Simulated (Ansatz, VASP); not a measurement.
# One calculation of BN, two programs

POSCAR

```
BN
1.0
    2.5539396017     -0.0255393960      0.0000000000
   -1.2990875666      2.2245462728      0.0000000000
    0.0000000000      0.0000000000      4.2268550000
B N
2 2
Direct
    0.6666666667      0.3333333333      0.9997240000
    0.3333333333      0.6666666667      0.4997240000
    0.6666666667      0.3333333333      0.6252760000
    0.3333333333      0.6666666667      0.1252760000
```

The input INCAR.step1:

```
SYSTEM = BN
ALGO = Normal
EDIFF = 1E-4
ENCUT = 520
GGA = PE
ISMEAR = 0
LASPH = .TRUE.
LCHARG = .FALSE.
LREAL = .FALSE.
LWAVE = .TRUE.
NBANDS = 16
NELM = 60
PREC = Accurate
SIGMA = 0.05
```

File INCAR.step2:

```
SYSTEM = BN
ALGO = Normal
EDIFF = 1E-6
ENCUT = 520
ISIF = 2
ISMEAR = 0
ISTART = 1
LASPH = .TRUE.
LCHARG = .TRUE.
LELF = .TRUE.
LMIXTAU = .TRUE.
LREAL = .FALSE.
LVHAR = .TRUE.
LWAVE = .FALSE.
METAGGA = R2SCAN
NBANDS = 16
NELM = 60
PREC = Accurate
SIGMA = 0.05
```

KPOINTS

```
k-points
0
G
  12 12 6
  0 0 0
```

Input for Ansatz:

```yaml
crystal:
  lattice:
    - [2.5539396017, -0.025539396, 0.0]
    - [-1.2990875666, 2.2245462728, 0.0]
    - [0.0, 0.0, 4.226855]
  atoms:
    - { symbol: B, position: [0.6666666667, 0.3333333333, 0.999724] }
    - { symbol: B, position: [0.3333333333, 0.6666666667, 0.499724] }
    - { symbol: "N", position: [0.6666666667, 0.3333333333, 0.625276] }
    - { symbol: "N", position: [0.3333333333, 0.6666666667, 0.125276] }
basis:
  ecutwfc: 500
kpoints:
  mp_grid: { grid: [12, 12, 6] }
hamiltonian:
  xc: r2scan
scf:
  occupations: { method: gaussian, width: 0.05 }
output:
  forces: true
  stress: true
  eigenvalues: true
```

Change from the starting cell: strain -0.0200 x Voigt [0, 0, 0, 0, 0, 1], atoms carried along.

Alike in both runs: task single point; functional r2SCAN; k mesh 12 × 12 × 6; occupations gaussian, width 0.05 eV; no spin polarisation.

```csv
,VASP,Ansatz
version,VASP 6.6.1,Ansatz 0.2.0
potentials or method,"VASP PAW PBE potentials, release 64 (B, N), cutoff 520 eV","scalar-relativistic, plane waves, PAW"
valence electrons in the cell,16,16
```

```csv
,VASP,Ansatz,Ansatz less VASP
gap on the k mesh at the Fermi level (eV),5.66,5.69,+0.033
least direct gap on the mesh (eV),8.74,8.78,+0.035
pressure (GPa),-3.5,-4.6,-1.07
"traceless stress, the component that is largest in VASP (GPa)",8.42,8.39,-0.035
rms of the force components (eV/Å),0.035,0.033,-0.0011
```

VASP's potentials were made for PBE, not for r2SCAN. Atom by atom the forces differ by 0.003 eV/Å (rms over components). The functional is the same, so the differences come from potentials, cutoffs and numerics.
